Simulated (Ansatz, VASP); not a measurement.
# Bi in VASP and in Ansatz

```
Bi
1.0
     3.23838    0.00000    0.00000
     0.00000    3.22164    0.00000
    -0.08045    0.00000    6.44389
Bi
2
Direct
  0.45575 0.00000 0.25042
  0.53974 0.00035 0.71471
```

Change from the starting cell: one atom moved.

Alike in both runs: task single point; functional PBE; k mesh 14 × 14 × 8; occupations gaussian, width 0.1 eV; no spin polarisation.

|  | VASP | Ansatz |
| --- | --- | --- |
| version | VASP 6.6.1 | Ansatz 0.2.0 |
| potentials or method | VASP PAW PBE potentials, release 64 (Bi_d), cutoff 520 eV | scalar-relativistic, plane waves, PAW |
| valence electrons in the cell | 30 | 30 |

|  | VASP | Ansatz | Ansatz less VASP |
| --- | --- | --- | --- |
| gap on the k mesh at the Fermi level (eV) | none | none | - |
| pressure (GPa) | 3.4 | 3.4 | +0.06 |
| traceless stress, the component that is largest in VASP (GPa) | 1.57 | 1.56 | -0.010 |
| rms of the force components (eV/Å) | 0.339 | 0.336 | -0.0030 |

Atom by atom the forces differ by 0.003 eV/Å (rms over components). A gap of «none» marks a metal or a gap that the smearing closes.

Spin-orbit coupling is off throughout.
